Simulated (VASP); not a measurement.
Input of a VASP 6.6.1 run:

Contents of INCAR:

```
ALGO = Normal
EDIFF = 1E-6
ENCUT = 520
GGA = PE
ISIF = 2
ISMEAR = 0
LASPH = T
LCHARG = F
LREAL = F
LWAVE = F
NBANDS = 16
NELM = 80
PREC = Accurate
SIGMA = 0.05
```

File KPOINTS:

```
k-points
0
Gamma
  8 8 8
```

POSCAR

```
GaAs
1.0
    0.0000000000      2.7812476708      2.9203100543
    2.7812476708      0.0000000000      2.9203100543
    2.7812476708      2.7812476708      0.0000000000
Ga As
1 1
Direct
    0.0000000000      0.0000000000      0.0000000000
    0.7500000000      0.7500000000      0.7500000000
```

Potentials or basis: VASP PAW PBE potentials, release 64 (Ga_d, As).

Launch:

```console
$ cat potpaw_PBE.64/Ga_d/POTCAR potpaw_PBE.64/As/POTCAR > POTCAR
$ mpirun -np 1 vasp_std > vasp.out
```

Problem. Predict the band gap on the k mesh.

Solution. 0.40 eV, direct.

Problem. Estimate the pressure.

Solution. 3.4 GPa.

Stress tensor (GPa, compression positive):
```
4.46 0.00 0.00
0.00 4.46 0.00
0.00 0.00 1.30
```

 A k mesh can miss the band edges.
